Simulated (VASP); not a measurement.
A run of VASP 6.6.1 is set up as follows.

File INCAR:

```
SYSTEM = Al
  ALGO = Normal
  EDIFF = 1E-7
  EDIFFG = -0.01
  ENCUT = 600
  GGA = PE
  IBRION = 2
  ISIF = 3
  ISMEAR = 0
  LASPH = .TRUE.
  LCHARG = .FALSE.
  LREAL = .FALSE.
  LWAVE = .FALSE.
  NELM = 100
  NSW = 100
  PREC = Accurate
  SIGMA = 0.1
```

KPOINTS

```
k-points
0
G
  16 8 8
  0 0 0
```

File POSCAR:

```
Al
1.0
    2.7305687802      0.0000000000      0.0000000000
    0.0000000000      5.6449518072      0.0000000000
    0.0000000000      0.0000000000      6.9838293200
Al
4
Direct
    0.0000000000      0.2644985605      0.0000000000
    0.0000000000      0.7355014395      0.0000000000
    0.0000000000      0.0000000000      0.6875201930
    0.0000000000      0.0000000000      0.3124798070
```

Potentials or basis: VASP PAW PBE potentials, release 64 (Al).

Command:

```sh
$ cat potpaw_PBE.64/Al/POTCAR > POTCAR
$ mpirun -np 1 vasp_std > vasp.out
```

Task: Predict the space group after relaxing (to 0.05 Å).

Result: P4/mmm (No. 123).

Task: What does it give for the band gap on the k mesh?

Result: Zero (band 6 reaches 3.64 eV, above the bottom of band 7 at 2.07 eV).

Task: Estimate the relaxed volume.

Result: 27.68 Å³/atom.

Task: Estimate the relaxed cell.

Result: a = 2.717 Å, b = 6.380 Å, c = 6.388 Å, α = 90.00°, β = 90.00°, γ = 90.00°.

Forces on the atoms (eV/Å):
```
Al   0.000  0.004  0.000
Al   0.000 -0.004  0.000
Al   0.000  0.000 -0.002
Al   0.000  0.000  0.002
```
